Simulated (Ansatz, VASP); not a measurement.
**One calculation of Cu3N, two programs**

```
CELL_PARAMETERS angstrom
3.81400 0.00000 0.00000
0.00000 3.81400 0.00000
0.00000 0.00000 3.81400
ATOMIC_POSITIONS crystal
Cu 0.50000 0.00000 0.00000
Cu 0.00000 0.50000 0.00000
Cu 0.00000 0.00000 0.50000
N 0.00000 0.00000 0.00000
```

Alike in both runs: task single point; functional PBEsol; k mesh 10 × 10 × 10; occupations fermi-dirac, width 0.08 eV; no spin polarisation.

|  | VASP | Ansatz |
| --- | --- | --- |
| version | VASP 6.6.1 | Ansatz 0.2.0 |
| potentials or method | VASP PAW PBE potentials, release 64 (Cu, N), cutoff 600 eV | all-electron LAPW, scalar-relativistic |

|  | VASP | Ansatz | Ansatz less VASP |
| --- | --- | --- | --- |
| pressure (GPa) | -4.1 | -4.8 | -0.76 |

VASP's potentials were made for PBE, not for PBEsol. Ansatz ran all-electron here, and VASP with PAW potentials.
